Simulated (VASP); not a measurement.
C:

```
CELL_PARAMETERS angstrom
0.00000 1.78014 1.78014
1.78014 0.00000 1.78014
1.78014 1.78014 0.00000
ATOMIC_POSITIONS crystal
C 0.00000 0.00000 0.00000
C 0.25000 0.25000 0.25000
```

Base run:

| Property | Result |
| --- | --- |
| Program | VASP 6.6.1 |
| Functional | r2SCAN |
| Potentials or basis | VASP PAW PBE potentials, release 64 (C_h) |
| Cutoff | 910 eV |
| k mesh | 12 × 12 × 12 |
| Occupations | gaussian, width 0.01 eV |
| Spin | no spin polarisation |

Its results: band gap on the k mesh 4.39 eV, indirect (least direct gap 5.89 eV); pressure -0.8 GPa.

Task: The run is repeated on the same cell with these changes: potentials or basis from VASP PAW PBE potentials, release 64 (C_h) to VASP PAW PBE potentials, release 64 (C); cutoff from 910 eV to 520 eV. What comes out?

Result: Band gap on the k mesh 4.36 eV, indirect (least direct gap 5.85 eV); pressure 1.1 GPa.

Caveats: the PAW data sets were made with another functional, which shifts forces and pressure a little; the cutoff is under 1.25 times the usual one of these potentials, so pressure, stress and relaxed cells hold a basis-set (Pulay) error (some runs).

A k mesh can miss the band edges.
